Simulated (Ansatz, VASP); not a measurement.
# One calculation of MoS2, two programs

```xyz
3
Lattice="3.1546 0.0000 0.0000 -1.5773 2.7320 0.0000 0.0000 0.0000 20.1354" Properties=species:S:1:pos:R:3 pbc="T T T"
S     1.5773    0.9107    8.5000
S     1.5773    0.9107   11.6354
Mo    0.0000    1.8213   10.0677
```

Alike in both runs: task single point; functional PBE; dispersion D3(BJ); k mesh 30 × 30 × 1; occupations gaussian, width 0.05 eV; no spin polarisation.

|  | VASP | Ansatz |
| --- | --- | --- |
| version | VASP 6.6.1 | Ansatz 0.2.0 |
| potentials or method | VASP PAW PBE potentials, release 64 (S, Mo_sv), cutoff 520 eV | scalar-relativistic, plane waves, PAW |
| valence electrons in the cell | 26 | 26 |

|  | VASP | Ansatz | Ansatz less VASP |
| --- | --- | --- | --- |
| gap on the k mesh at the Fermi level (eV) | 1.78 | 1.78 | -0.004 |
| rms of the force components (eV/Å) | 0.010 | 0.004 | -0.0057 |

Ansatz's warnings: published levels not confirmed.
